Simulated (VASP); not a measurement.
## Ti3H: single point with PBE

Ti3H, a slab with vacuum:

```
Ti H
1.0
     4.60374    0.00000    0.00000
    -2.30187    3.98696    0.00000
     0.00000    0.00000   22.49682
Ti H
6 2
Direct
  0.66667 0.33333 0.17780
  0.33333 0.66667 0.21957
  0.00000 0.00000 0.26135
  0.66667 0.33333 0.29805
  0.33333 0.66667 0.33046
  0.00000 0.00000 0.37769
  0.42941 0.00000 0.45459
  0.57059 0.00000 0.45459
```

```yaml
Program: VASP 6.6.1
Task: single point
Functional: PBE
Potentials_or_basis: VASP PAW PBE potentials, release 64 (Ti_sv, H)
Cutoff: 520 eV
k_mesh: 6 × 6 × 1
Occupations: gaussian, width 0.1 eV
Spin: no spin polarisation
```

- Largest force: 5.083 eV/Å
- Band gap on the k mesh: zero (bands 37 and 38 overlap by 0.26 eV)

Forces in eV/Å, atoms in the order of the input:
```
Ti   0.000  0.021  0.141
Ti   0.000 -0.073  0.486
Ti   0.000  0.006 -0.469
Ti   0.000  0.070 -0.086
Ti   0.000  0.015 -0.078
Ti   0.000 -0.001 -0.465
H   -5.077 -0.019  0.236
H    5.077 -0.019  0.236
```

Levels at points of the mesh, in eV from the Fermi level:
| k point | band 35 | band 36 | band 37 | band 38 | band 39 | band 40 |
| --- | --- | --- | --- | --- | --- | --- |
| (0.00, 0.00, 0.00) | -0.45 | -0.20 | -0.19 | -0.15 | 0.02 | 0.03 |
| (0.50, 0.00, 0.00) | -0.29 | -0.23 | -0.09 | 0.04 | 0.24 | 0.38 |
| (0.00, 0.50, 0.00) | -0.37 | -0.28 | -0.13 | 0.04 | 0.04 | 0.39 |

Run time: 16 min on 1 thread of AMD EPYC 7R13 (shared host), peak memory 0.57 GiB.
